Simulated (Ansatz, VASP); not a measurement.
**Rb: VASP beside Ansatz**

File INCAR:

```
SYSTEM = Rb
  ALGO = Fast
  EDIFF = 1E-7
  ENCUT = 520
  GGA = PE
  ISIF = 2
  ISMEAR = 0
  LASPH = .True.
  LCHARG = .False.
  LREAL = .False.
  LWAVE = .False.
  NBANDS = 10
  NELM = 80
  PREC = Accurate
  SIGMA = 0.15
```

KPOINTS

```
k-points
0
Gamma
  12 12 12
  0 0 0
```

The input POSCAR:

```
Rb
1.0
   -2.9182400000      2.9182400000      2.5815200000
    2.9182400000     -2.9182400000      2.5815200000
    2.9182400000      2.9182400000     -2.5815200000
Rb
1
Direct
    0.0000000000      0.0000000000      0.0000000000
```

Input for Ansatz:

```yaml
crystal:
  lattice:
    - [-2.91824, 2.91824, 2.58152]
    - [2.91824, -2.91824, 2.58152]
    - [2.91824, 2.91824, -2.58152]
  atoms:
    - { symbol: Rb, position: [0.0, 0.0, 0.0] }
basis:
  ecutwfc: 420
kpoints:
  mp_grid: { grid: [12, 12, 12] }
hamiltonian:
  xc: pbe
scf:
  occupations: { method: gaussian, width: 0.15 }
output:
  forces: true
  stress: true
  eigenvalues: true
  write_density: true
  write_potential: true
  elf: true
  volumetric_format: npy
```

Change from the starting cell: strain +0.040 along x and y, -0.080 along z, atoms carried along.

Alike in both runs: task single point; functional PBE; k mesh 12 × 12 × 12; occupations gaussian, width 0.15 eV; no spin polarisation.

```csv
,VASP,Ansatz
version,VASP 6.6.1,Ansatz 0.2.0
potentials or method,"VASP PAW PBE potentials, release 64 (Rb_sv), cutoff 520 eV","scalar-relativistic, plane waves, PAW"
valence electrons in the cell,9,9
```

```tsv
	VASP	Ansatz	Ansatz less VASP
gap on the k mesh at the Fermi level (eV)	none	none	-
pressure (GPa)	0.1	0.1	0.00
traceless stress, the component that is largest in VASP (GPa)	0.08	0.08	0.000
```

A gap of «none» marks a metal or a gap that the smearing closes. The functional is the same, so the differences come from potentials, cutoffs and numerics.
